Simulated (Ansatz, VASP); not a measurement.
**Sc2Ga4S in VASP and in Ansatz**

Contents of INCAR:

```
PREC = Accurate ; ENCUT = 600
EDIFF = 1E-6 ; ISMEAR = 0
SIGMA = 0.2 ; LREAL = False
LASPH = True ; NELM = 100
ALGO = Normal ; ISIF = 3
LWAVE = False ; LCHARG = False
GGA = PE ; IBRION = 2
NSW = 36 ; EDIFFG = -0.08
```

KPOINTS

```
Automatic mesh
0
Gamma
  5 5 2
```

File POSCAR:

```
Sc2Ga4S
1.0
    4.0000000000      0.0000000000      0.0000000000
   -2.0000000000      3.4641016200      0.0000000000
    0.0000000000      0.0000000000      9.2500000000
Sc Ga S
2 4 1
Direct
    0.3333333300      0.6666666700      0.1400000000
    0.6666666700      0.3333333300      0.8600000000
    0.0000000000      0.0000000000      0.6700000000
    0.3333333300      0.6666666700      0.5800000000
    0.0000000000      0.0000000000      0.3300000000
    0.6666666700      0.3333333300      0.4200000000
    0.0000000000      0.0000000000      0.0000000000
```

Input for Ansatz:

```yaml
crystal:
  lattice:
    - [4.0, 0.0, 0.0]
    - [-2.0, 3.46410162, 0.0]
    - [0.0, 0.0, 9.25]
  atoms:
    - { symbol: Sc, position: [0.33333333, 0.66666667, 0.14] }
    - { symbol: Sc, position: [0.66666667, 0.33333333, 0.86] }
    - { symbol: Ga, position: [0.0, 0.0, 0.67] }
    - { symbol: Ga, position: [0.33333333, 0.66666667, 0.58] }
    - { symbol: Ga, position: [0.0, 0.0, 0.33] }
    - { symbol: Ga, position: [0.66666667, 0.33333333, 0.42] }
    - { symbol: S, position: [0.0, 0.0, 0.0] }
basis:
  ecutwfc: 420
kpoints:
  mp_grid: { grid: [5, 5, 2] }
hamiltonian:
  xc: pbe
scf:
  occupations: { method: gaussian, width: 0.2 }
  lower_state_search: "off"
output:
  forces: true
  stress: true
  eigenvalues: true
relax:
  adjacent_minimum: "off"
  f_tol: 0.08
  max_steps: 16
  cell: { stress_tol: 0.8 }
```

Alike in both runs: task relaxation of cell and atoms; functional PBE; k mesh 5 × 5 × 2; occupations gaussian, width 0.2 eV; no spin polarisation.

```csv
,VASP,Ansatz
version,VASP 6.6.1,Ansatz 0.2.0
potentials or method,"VASP PAW PBE potentials, release 64 (Sc_sv, Ga_d, S), cutoff 600 eV","scalar-relativistic, plane waves, PAW"
valence electrons in the cell,80,80
```

|  | VASP | Ansatz | Ansatz less VASP |
| --- | --- | --- | --- |
| gap on the k mesh at the Fermi level, each at its own relaxed structure (eV) | none | none | - |
| relaxed volume (Å³/atom) | 19.95 | 19.79 | -0.160 |
| relaxed length of the cell vector where the two differ most in proportion (Å) | 9.613 | 9.436 | -0.1769 |

A gap of «none» marks a metal or a gap that the smearing closes.

The k mesh is coarse, so the values compare programs but aren't converged.
